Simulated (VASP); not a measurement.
# Pd3PbC (Pm-3m) in VASP: settings compared

Aim: see how the results for Pd3PbC move with the level of theory and the settings. Levels: revPBE+D3(BJ), PBE. Tasks: single point.

Everything below comes from runs of VASP 6.6.1. Logs are shortened: lines on timing, memory, paths and dates and some standing lists are left out, and cuts for length are marked.

**1. The cell of the first run**

The structure is cubic, space group Pm-3m (No. 221). The conventional cell has a = 4.215 Å, b = 4.215 Å, c = 4.215 Å, α = 90.00°, β = 90.00°, γ = 90.00°. Within 2.8 Å of Pd (site symmetry 4/mmm) lie 2 C at 2.11 Å. Within 3.9 Å of Pb (site symmetry m-3m) lie 12 Pd at 2.98 Å and 8 C at 3.65 Å. Within 2.8 Å of C (site symmetry m-3m) lie 6 Pd at 2.11 Å.

**2. Single point, revPBE+D3(BJ)**

The input, INCAR:

```
PREC     = Accurate       # precision mode
ENCUT    = 520            # plane-wave cutoff, eV
EDIFF    = 1E-6           # SCF threshold, eV
ISMEAR   = 1              # smearing method
SIGMA    = 0.1            # smearing width, eV
LREAL    = F              # projectors in reciprocal space
LASPH    = T              # aspherical terms in the spheres
NELM     = 60             # most SCF steps
ALGO     = Normal         # electronic algorithm
ISIF     = 2              # what is computed and relaxed
LWAVE    = F              # write WAVECAR
LCHARG   = F              # write CHGCAR
GGA      = RE             # functional
IVDW     = 12             # dispersion correction
NBANDS   = 32             # bands
```

The input, KPOINTS:

```
Automatic mesh
0
Gamma
  6 6 6
```

The input, POSCAR:

```
Pd3PbC
1.0
    4.2148679910      0.0000000000      0.0000000000
    0.0000000000      4.2148679910      0.0000000000
    0.0000000000      0.0000000000      4.2148679910
Pd Pb C
3 1 1
Direct
    0.0000000000      0.5000000000      0.5000000000
    0.5000000000      0.5000000000      0.0000000000
    0.5000000000      0.0000000000      0.5000000000
    0.0000000000      0.0000000000      0.0000000000
    0.5000000000      0.5000000000      0.5000000000
```

Potentials or basis: VASP PAW PBE potentials, release 64 (Pd, Pb_d, C).

On the command line:

```sh
$ cat potpaw_PBE.64/Pd/POTCAR potpaw_PBE.64/Pb_d/POTCAR potpaw_PBE.64/C/POTCAR > POTCAR
$ mpirun -np 1 vasp_std > vasp.out
```

OUTCAR:

```text
PREC = Accurate
   ENCUT = 520
   EDIFF = 1E-6
   ISMEAR = 1
   LREAL = F
   LASPH = T
   NELM = 60
   ISIF = 2
   GGA = RE
   IVDW = 12
 IVDW          = 12

 ion  position               nearest neighbor table
   1  0.000  0.500  0.500-   5 2.11   5 2.11   4 2.98   2 2.98   2 2.98   4 2.98   3 2.98   4 2.98
                             4 2.98   2 2.98   3 2.98   3 2.98   2 2.98   3 2.98
   2  0.500  0.500  0.000-   5 2.11   5 2.11   4 2.98   1 2.98   1 2.98   3 2.98   3 2.98   3 2.98
                             4 2.98   3 2.98   1 2.98   4 2.98   1 2.98   4 2.98
   3  0.500  0.000  0.500-   5 2.11   5 2.11   4 2.98   1 2.98   2 2.98   4 2.98   1 2.98   2 2.98
                             2 2.98   2 2.98   1 2.98   4 2.98   4 2.98   1 2.98
   4  0.000  0.000  0.000-   1 2.98   2 2.98   3 2.98   1 2.98   3 2.98   1 2.98   2 2.98   1 2.98
                             2 2.98   3 2.98   3 2.98   2 2.98
   5  0.500  0.500  0.500-   1 2.11   2 2.11   3 2.11   2 2.11   3 2.11   1 2.11

  LATTYP: Found a simple cubic cell.
 ALAT       =     4.2148679910

  Lattice vectors:

 A1 = (   4.2148679910,   0.0000000000,   0.0000000000)
 A2 = (   0.0000000000,   4.2148679910,   0.0000000000)
 A3 = (   0.0000000000,   0.0000000000,   4.2148679910)

Analysis of symmetry for initial positions (statically):
=====================================================================
 Subroutine PRICEL returns:
 Original cell was already a primitive cell.

 Routine SETGRP: Setting up the symmetry group for a
 simple cubic supercell.

 Subroutine GETGRP returns: Found 48 space group operations
 (whereof 48 operations were pure point group operations)
 out of a pool of 48 trial point group operations.

The static configuration has the point symmetry O_h .

Analysis of symmetry for dynamics (positions and initial velocities):
=====================================================================
 Subroutine PRICEL returns:
 Original cell was already a primitive cell.

 Routine SETGRP: Setting up the symmetry group for a
 simple cubic supercell.

 Subroutine GETGRP returns: Found 48 space group operations
 (whereof 48 operations were pure point group operations)
 out of a pool of 48 trial point group operations.

The dynamic configuration has the point symmetry O_h .

 Subroutine INISYM returns: Found 48 space group operations
 (whereof 48 operations are pure point group operations),
 and found     1 'primitive' translations

----------------------------------------------------------------------------------------

                                     Primitive cell

  volume of cell :      74.8776

  direct lattice vectors                    reciprocal lattice vectors
     4.214867991  0.000000000  0.000000000     0.237255355  0.000000000  0.000000000
     0.000000000  4.214867991  0.000000000     0.000000000  0.237255355  0.000000000
     0.000000000  0.000000000  4.214867991     0.000000000  0.000000000  0.237255355

  length of vectors
     4.214867991  4.214867991  4.214867991     0.237255355  0.237255355  0.237255355

  position of ions in fractional coordinates (direct lattice)
     0.000000000  0.500000000  0.500000000
     0.500000000  0.500000000  0.000000000
     0.500000000  0.000000000  0.500000000
     0.000000000  0.000000000  0.000000000
     0.500000000  0.500000000  0.500000000

  ion indices of the primitive-cell ions
   primitive index   ion index
                 1           1
                 2           2
                 3           3
                 4           4
                 5           5

----------------------------------------------------------------------------------------

 KPOINTS: Automatic mesh

Automatic generation of k-mesh.
 Grid dimensions read from file:
 generate k-points for:    6    6    6

 Generating k-lattice:

  Cartesian coordinates                     Fractional coordinates (reciprocal lattice)
     0.039542559  0.000000000  0.000000000     0.166666667  0.000000000  0.000000000
     0.000000000  0.039542559  0.000000000     0.000000000  0.166666667  0.000000000
     0.000000000  0.000000000  0.039542559     0.000000000  0.000000000  0.166666667

  Length of vectors
     0.039542559  0.039542559  0.039542559

  Shift w.r.t. Gamma in fractional coordinates (k-lattice)
     0.000000000  0.000000000  0.000000000

 Subroutine IBZKPT returns following result:
 ===========================================

 Found     20 irreducible k-points:

 Following reciprocal coordinates:
            Coordinates               Weight
  0.000000  0.000000  0.000000      1.000000
  0.166667  0.000000  0.000000      6.000000
  0.333333  0.000000  0.000000      6.000000
  0.500000  0.000000  0.000000      3.000000
  0.166667  0.166667  0.000000     12.000000
  0.333333  0.166667  0.000000     24.000000
[... 12 lines left out ...]
  0.500000  0.500000  0.333333      6.000000
  0.500000  0.500000  0.500000      1.000000
   k-points           NKPTS =     20   k-points in BZ     NKDIM =     20   number of bands    NBANDS=     32
   number of dos      NEDOS =    301   number of ions     NIONS =      5
   total plane-waves  NPLWV =  32768
   dimension x,y,z NGX =    32 NGY =   32 NGZ =   32
   dimension x,y,z NGXF=    64 NGYF=   64 NGZF=   64
   ions per type =               3   1   1
   NGX,Y,Z   is equivalent  to a cutoff of  12.62, 12.62, 12.62 a.u.
   NGXF,Y,Z  is equivalent  to a cutoff of  25.24, 25.24, 25.24 a.u.
 SYSTEM =  unknown system
   PREC   = accura    normal or accurate (medium, high low for compatibility)
   ISTART =      0    job   : 0-new  1-cont  2-samecut
   ICHARG =      2    charge: 1-file 2-atom 10-const
   ISPIN  =      1    spin polarized calculation?
   LNONCOLLINEAR =      F non collinear calculations
   LSORBIT =      F    spin-orbit coupling
   LASPH  =      T    aspherical Exc in radial PAW
   ENCUT  =  520.0 eV  38.22 Ry    6.18 a.u.   7.84  7.84  7.84*2*pi/ulx,y,z
   NELM   =     60;   NELMIN=  2; NELMDL= -5     # of ELM steps
   EDIFF  = 0.1E-05   stopping-criterion for ELM
   LREAL  =      F    real-space projection
   EDIFFG = 0.1E-04   stopping-criterion for IOM
   NSW    =      0    number of steps for IOM
   IBRION =     -1    ionic relax: 0-MD 1-quasi-New 2-CG
   NFREE  =      0    steps in history (QN), initial steepest desc. (CG)
   ISIF   =      2    stress and relaxation
   ISYM   =      2    0-nonsym 1-usesym 2-fastsym
   POTIM  = 0.5000    time-step for ionic-motion
   TEBEG  =    0.0;   TEEND  =   0.0 temperature during run
   PSTRESS=    0.0 pullay stress
   NELECT =      48.0000    total number of electrons
   NUPDOWN=      -1.0000    fix difference up-down
   EMIN   =  10.00;   EMAX   =-10.00  energy-range for DOS
   EFERMI =   0.00;   METHOD = LEGACY
   ISMEAR =     1;   SIGMA  =   0.10  broadening in eV -4-tet -1-fermi 0-gaus
   EFERMI_NEDOS =   21; number of points for ismear=-14 and -15
   IALGO  =     38    algorithm
   IMIX   =      4    mixing-type and parameters
     AMIX     =   0.40;   BMIX     =  1.00
     AMIX_MAG =   1.60;   BMIX_MAG =  1.00
  volume/ion in A,a.u.               =      14.98       101.06
  Fermi-wavevector in a.u.,A,eV,Ry     =   1.411577  2.667494 27.110287  1.992550
  Thomas-Fermi vector in A             =   2.533414
   LORBIT       =      0    0 simple, 1 ext, 2 COOP (PROOUT), +10 PAW based schemes
   GGA     = RE    functional components
   LHFCALC =     F    Hartree Fock is set to
   AEXX    =    0.0000 exact exchange contribution
   IVDW    =    12    specifies the selected vdW correction
   LEPSILON=     F    determine dielectric tensor
   LRPA    =     F    only Hartree local field effects (RPA)
 non-spin polarized calculation
 Methfessel and Paxton  Order N= 1 SIGMA  =   0.10
  energy-cutoff  :      520.00
  volume of cell :       74.88
 maximum number of plane-waves:      2040
 NGX is ok and might be reduce to    32
   NGX = 15   NGY = 15   NGZ = 15

 number of electron      48.0000000 magnetization

 Free energy of the ion-electron system (eV)
  ---------------------------------------------------
  ext. energy  EPLUGINS =         0.00000000
  ---------------------------------------------------
  free energy    TOTEN  =       -25.15604166 eV

  energy without entropy =      -25.15447777  energy(sigma->0) =      -25.15552036

 E-fermi :  10.0379     XC(G=0): -12.4699

 val. band max:       10.0270199471   @ k =   0.3333   0.1667   0.0000
 cond. band min:      10.0479375479   @ k =   0.5000   0.0000   0.0000
 fundamental gap:      0.0209176008
 Fermi energy:        10.0379478648

 k-point     1 :       0.0000    0.0000    0.0000
  band No.  band energies     occupation
      1      -6.7382      2.00000
      2      -6.7382      2.00000
      3      -6.7101      2.00000
      4      -6.7101      2.00000
      5      -6.7101      2.00000
      6      -3.1595      2.00000
[... 24 lines left out ...]
     31      16.3083      0.00000
     32      19.5976      0.00000

 k-point     2 :       0.1667    0.0000    0.0000
  band No.  band energies     occupation
      1      -6.7339      2.00000
      2      -6.7215      2.00000
      3      -6.7090      2.00000
      4      -6.7074      2.00000
      5      -6.7074      2.00000
      6      -2.9901      2.00000
[... 24 lines left out ...]
     31      17.2244      0.00000
     32      18.7156      0.00000

 k-point     3 :       0.3333    0.0000    0.0000
  band No.  band energies     occupation
      1      -6.7252      2.00000
      2      -6.7067      2.00000
      3      -6.7020      2.00000
      4      -6.7020      2.00000
      5      -6.6881      2.00000
      6      -2.5909      2.00000
[... 24 lines left out ...]
     31      17.7354      0.00000
     32      18.3010      0.00000

 k-point     4 :       0.5000    0.0000    0.0000
  band No.  band energies     occupation
      1      -6.7209      2.00000
      2      -6.7056      2.00000
      3      -6.6993      2.00000
      4      -6.6993      2.00000
      5      -6.6714      2.00000
      6      -2.3460      2.00000
[... 514 lines left out ...]
     31      18.3313      0.00000
     32      20.8314      0.00000

 k-point    19 :       0.5000    0.5000    0.3333
  band No.  band energies     occupation
      1      -6.7391      2.00000
      2      -6.7290      2.00000
      3      -6.7290      2.00000
      4      -6.6549      2.00000
      5      -6.6394      2.00000
      6      -0.8858      2.00000
[... 24 lines left out ...]
     31      18.7349      0.00000
     32      20.0664      0.00000

 k-point    20 :       0.5000    0.5000    0.5000
  band No.  band energies     occupation
      1      -6.7392      2.00000
      2      -6.7392      2.00000
      3      -6.7392      2.00000
      4      -6.6417      2.00000
      5      -6.6417      2.00000
      6      -0.5868      2.00000
[... 24 lines left out ...]
     31      19.0208      0.00000
     32      19.0208      0.00000

------------------------ aborting loop because EDIFF is reached ----------------------------------------

 Edisp (eV)   -4.95028

 E8    (eV) :    -3.4976

  FORCE on cell =-STRESS in cart. coord.  units (eV):
  Direction    XX          YY          ZZ          XY          YZ          ZX
  --------------------------------------------------------------------------------------
  -------------------------------------------------------------------------------------
  Total       0.02965     0.02965     0.02965    -0.00000    -0.00000     0.00000
  in kB       0.63449     0.63449     0.63449    -0.00000    -0.00000     0.00000
  external pressure =        0.63 kB  Pullay stress =        0.00 kB

 VOLUME and BASIS-vectors are now :
 -----------------------------------------------------------------------------
  energy-cutoff  :      520.00
  volume of cell :       74.88
      direct lattice vectors                 reciprocal lattice vectors
     4.214867991  0.000000000  0.000000000     0.237255355  0.000000000  0.000000000
     0.000000000  4.214867991  0.000000000     0.000000000  0.237255355  0.000000000
     0.000000000  0.000000000  4.214867991     0.000000000  0.000000000  0.237255355

 POSITION                                       TOTAL-FORCE (eV/Angst)
 -----------------------------------------------------------------------------------
      0.00000      2.10743      2.10743         0.000000      0.000000      0.000000
      2.10743      2.10743      0.00000         0.000000      0.000000      0.000000
      2.10743      0.00000      2.10743         0.000000      0.000000      0.000000
      0.00000      0.00000      0.00000         0.000000      0.000000      0.000000
      2.10743      2.10743      2.10743         0.000000      0.000000      0.000000
 -----------------------------------------------------------------------------------
    total drift:                                0.000000     -0.000000     -0.000000

  FREE ENERGIE OF THE ION-ELECTRON SYSTEM (eV)
  ---------------------------------------------------
  free  energy   TOTEN  =       -30.1063176853 eV

  energy  without entropy=      -30.1047537936  energy(sigma->0) =      -30.10579639
```

It took 18 s on 1 thread of Intel Xeon 6975P-C (Granite Rapids), shared host; peak memory 0.21 GiB.

Results:

| Item | Value |
| --- | --- |
| Free energy | -30.1063 eV |
| Pressure | 0.1 GPa |
| Band gap on the k mesh | zero (bands 24 and 25 overlap by 1.03 eV) |
| Dispersion energy per atom | -0.990 eV |

Caveat: the PAW data sets were made with another functional, which shifts forces and pressure a little; spin-orbit coupling is left out, which moves the levels of the heavy elements.

**3. Single point, PBE**

This run uses another cell than the first one, of 15.74 Å³/atom.

The input, INCAR:

```
ALGO     = Normal         # electronic algorithm
EDIFF    = 1E-6           # SCF threshold, eV
ENCUT    = 520            # plane-wave cutoff, eV
GGA      = PE             # functional
ISIF     = 2              # what is computed and relaxed
ISMEAR   = 1              # smearing method
LASPH    = True           # aspherical terms in the spheres
LCHARG   = False          # write CHGCAR
LREAL    = False          # projectors in reciprocal space
LWAVE    = False          # write WAVECAR
NBANDS   = 32             # bands
NELM     = 100            # most SCF steps
PREC     = Accurate       # precision mode
SIGMA    = 0.1            # smearing width, eV
```

The input, KPOINTS:

```
k-points
0
Gamma
  6 6 6
```

POSCAR, as its differences from that of step 2:

```diff
@@ -2,5 +2,5 @@
 1.0
-    4.2148679910      0.0000000000      0.0000000000
-    0.0000000000      4.2148679910      0.0000000000
-    0.0000000000      0.0000000000      4.2148679910
+    4.2855615240      0.0000000000      0.0000000000
+    0.0000000000      4.2855615240      0.0000000000
+    0.0000000000      0.0000000000      4.2855615240
 Pd Pb C
```

Potentials or basis: VASP PAW PBE potentials, release 64 (Pd, Pb_d, C).

On the command line:

```sh
$ cat potpaw_PBE.64/Pd/POTCAR potpaw_PBE.64/Pb_d/POTCAR potpaw_PBE.64/C/POTCAR > POTCAR
$ mpirun -np 1 vasp_std > vasp.out
```

Wall time 17 s (1 thread of Intel Xeon 6975P-C (Granite Rapids), shared host); peak memory 0.2 GiB.

Results (log left out):

| Property | Result |
| --- | --- |
| Free energy | -27.4572 eV |
| Pressure | 0.0 GPa |
| Band gap on the k mesh | zero (bands 24 and 25 overlap by 1.05 eV) |

Levels at points of the mesh, in eV from the Fermi level:
| k point | band 21 | band 22 | band 23 | band 24 | band 25 | band 26 | band 27 | band 28 |
| --- | --- | --- | --- | --- | --- | --- | --- | --- |
| (0.00, 0.00, 0.00) | -1.06 | -1.06 | -1.06 | -1.03 | 0.32 | 1.69 | 1.69 | 1.69 |
| (0.50, 0.00, 0.00) | -1.74 | -1.05 | 0.09 | 0.09 | 0.39 | 2.23 | 3.26 | 3.26 |
| (0.50, 0.50, 0.00) | -1.88 | -1.64 | -0.45 | -0.45 | 1.14 | 3.71 | 4.21 | 4.21 |
| (0.50, 0.50, 0.50) | -1.84 | -1.16 | -1.16 | -1.16 | -0.96 | 1.54 | 1.54 | 1.54 |

Caveat: spin-orbit coupling is left out, which moves the levels of the heavy elements.
